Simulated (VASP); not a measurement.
Wanted: the native input for a VASP 6.6.1 run.

```yaml
Task: single point
Functional: PBE
Potentials_or_basis: VASP PAW PBE potentials, release 64 (Nb_sv)
Cutoff: 500 eV
k_mesh: 11 × 11 × 11
Occupations: gaussian, width 0.011 eV
Spin: no spin polarisation
Dipole_correction: no
Further_INCAR_settings: ALGO = Normal; EDIFF = 1e-06; NBANDS = 12
```

The structure of Nb lies in POSCAR:

```
Nb
1.0
   -1.6639500000      1.6639500000      1.6639500000
    1.6639500000     -1.6639500000      1.6639500000
    1.6639500000      1.6639500000     -1.6639500000
Nb
1
Direct
    0.0000000000      0.0000000000      0.0000000000
```

One way to write it, as run:

INCAR

```
SYSTEM = Nb
ALGO = Normal
EDIFF = 1E-6
ENCUT = 500
GGA = PE
GGA_COMPAT = .False.
ISIF = 2
ISMEAR = 0
LASPH = .True.
LCHARG = .True.
LELF = .True.
LREAL = .False.
LVHAR = .True.
LWAVE = .False.
NBANDS = 12
NELM = 120
PREC = Accurate
SIGMA = 0.011
```

KPOINTS

```
k-points
0
Gamma
  11 11 11
  0 0 0
```

Potentials or basis: VASP PAW PBE potentials, release 64 (Nb_sv).

Run with:

```console
$ cat potpaw_PBE.64/Nb_sv/POTCAR > POTCAR
$ mpirun -np 1 vasp_std > vasp.out
```

It gave:

| Item | Value |
| --- | --- |
| Pressure | -2.1 GPa |

Wall time 18 s on 1 thread of Intel Xeon 8259CL, with other jobs on the host, peak memory 0.14 GiB.
